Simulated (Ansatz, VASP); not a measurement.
**One calculation of CdS3, two programs**

```xyz
4
Lattice="4.8008 0.0000 0.0000 -2.4004 4.1576 0.0000 0.0000 0.0000 4.9745" Properties=species:S:1:pos:R:3 pbc="T T T"
Cd    0.0000    0.0000    2.4872
S     0.0000    0.0000    0.0000
S     0.0000    2.7718    2.4872
S     2.4004    1.3859    2.4872
```

Alike in both runs: task relaxation of cell and atoms; functional PBE; k mesh 12 × 12 × 10; occupations gaussian, width 0.1 eV; no spin polarisation.

|  | VASP | Ansatz |
| --- | --- | --- |
| version | VASP 6.6.1 | Ansatz 0.2.0 |
| potentials or method | VASP PAW PBE potentials, release 64 (Cd, S), cutoff 500 eV | scalar-relativistic, plane waves, PAW |
| valence electrons in the cell | 30 | 38 |

|  | VASP | Ansatz | Ansatz less VASP |
| --- | --- | --- | --- |
| gap on the k mesh at the Fermi level, each at its own relaxed structure (eV) | none | none | - |
| relaxed volume (Å³/atom) | 24.94 | 24.80 | -0.148 |
| relaxed cell length with the largest relative difference (Å) | 4.993 | 4.977 | -0.0158 |

A gap of «none» marks a metal or a gap that the smearing closes. VASP's potentials hold 30 valence electrons a cell and Ansatz's 38, so a difference there can come from the potentials and not from the codes.
